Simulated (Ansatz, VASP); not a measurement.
## NiO: VASP beside Ansatz

The input INCAR:

```
SYSTEM = NiO
PREC = Accurate
ENCUT = 520
EDIFF = 1E-7
ISMEAR = 0
SIGMA = 0.1
LREAL = .FALSE.
LASPH = .TRUE.
NELM = 150
ALGO = Normal
ISIF = 2
LWAVE = .FALSE.
LCHARG = .TRUE.
ISPIN = 2
MAGMOM = 1.14 0.2
LORBIT = 11
LMAXMIX = 4
GGA = PS
LELF = .TRUE.
LVHAR = .TRUE.
NBANDS = 19
```

The input KPOINTS:

```
Automatic mesh
0
G
  18 18 18
  0 0 0
```

POSCAR

```
NiO
1.0
    0.0000000000      1.9722018246      1.9722018246
    1.9722018246      0.0000000000      1.9722018246
    1.9722018246      1.9722018246      0.0000000000
Ni O
1 1
Direct
    0.0000000000      0.0000000000      0.0000000000
    0.5000000000      0.5000000000      0.5000000000
```

Input for Ansatz:

```yaml
crystal:
  lattice:
    - [0.0, 1.9722018246, 1.9722018246]
    - [1.9722018246, 0.0, 1.9722018246]
    - [1.9722018246, 1.9722018246, 0.0]
  atoms:
    - { symbol: Ni, position: [0.0, 0.0, 0.0], spin: 1.14 }
    - { symbol: O, position: [0.5, 0.5, 0.5], spin: 0.2 }
basis:
  ecutwfc: 420
kpoints:
  mp_grid: { grid: [18, 18, 18] }
hamiltonian:
  xc: pbesol
scf:
  occupations: { method: gaussian, width: 0.1 }
output:
  forces: true
  stress: true
  eigenvalues: true
  populations: true
magnetization:
  spin_polarized: true
```

Alike in both runs: task single point; functional PBEsol; k mesh 18 × 18 × 18; occupations gaussian, width 0.1 eV; collinear spin.

|  | VASP | Ansatz |
| --- | --- | --- |
| version | VASP 6.6.1 | Ansatz 0.2.0 |
| potentials or method | VASP PAW PBE potentials, release 64 (Ni, O), cutoff 520 eV | scalar-relativistic, plane waves, PAW |
| valence electrons in the cell | 16 | 24 |

```tsv
	VASP	Ansatz	Ansatz less VASP
gap on the k mesh at the Fermi level (eV)	none	none	-
net moment per atom (μB)	0.08	0.08	+0.003
```

VASP's potentials were made for PBE, not for PBEsol. A gap of «none» marks a metal or a gap that the smearing closes. VASP's potentials hold 16 valence electrons a cell and Ansatz's 24, so a difference there can come from the potentials and not from the codes.
